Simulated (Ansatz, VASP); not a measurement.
**Two plane-wave programs on Cu**

The input INCAR:

```
PREC     = Accurate       # precision mode
ENCUT    = 520            # plane-wave cutoff, eV
EDIFF    = 1E-6           # SCF threshold, eV
ISMEAR   = -1             # smearing method
SIGMA    = 0.05           # smearing width, eV
LREAL    = False          # projectors in reciprocal space
LASPH    = True           # aspherical terms in the spheres
NELM     = 100            # most SCF steps
ALGO     = Normal         # electronic algorithm
ISIF     = 2              # what is computed and relaxed
LWAVE    = False          # write WAVECAR
LCHARG   = True           # write CHGCAR
GGA      = PS             # functional
LELF     = True           # ELF
LVHAR    = True         
NBANDS   = 12             # bands
```

KPOINTS

```
Automatic mesh
0
Gamma
  14 14 14
```

Contents of POSCAR:

```
Cu
1.0
   -1.4893665246      1.4893665246      1.4205010536
    1.4893665246     -1.4893665246      1.4205010536
    1.4893665246      1.4893665246     -1.4205010536
Cu
1
Direct
    0.0000000000      0.0000000000      0.0000000000
```

Input for Ansatz:

```yaml
crystal:
  lattice:
    - [-1.4893665246196384, 1.4893665246196384, 1.4205010535573133]
    - [1.4893665246196384, -1.4893665246196384, 1.4205010535573133]
    - [1.4893665246196384, 1.4893665246196384, -1.4205010535573133]
  atoms:
    - { symbol: Cu, position: [0.0, 0.0, 0.0] }
basis:
  ecutwfc: 420.0
kpoints:
  mp_grid:
    grid: [14, 14, 14]
hamiltonian:
  xc: pbesol
  pseudopotentials:
    kind: paw
scf:
  occupations:
    method: fermi_dirac
    width: 0.05
output:
  stress: true
```

Alike in both runs: task single point; functional PBEsol; k mesh 14 × 14 × 14; occupations fermi-dirac, width 0.05 eV; no spin polarisation.

|  | VASP | Ansatz |
| --- | --- | --- |
| version | VASP 6.6.1 | Ansatz 0.2.0 |
| potentials or method | VASP PAW PBE potentials, release 64 (Cu), cutoff 520 eV | plane waves, PAW |
| valence electrons in the cell | 11 | 19 |

|  | VASP | Ansatz | Ansatz less VASP |
| --- | --- | --- | --- |
| pressure (GPa) | -12.6 | -13.3 | -0.69 |
| traceless stress, the component that is largest in VASP (GPa) | -0.43 | -0.43 | -0.003 |

VASP's potentials were made for PBE, not for PBEsol. VASP's potentials hold 11 valence electrons a cell and Ansatz's 19, so a difference there can come from the potentials and not from the codes.
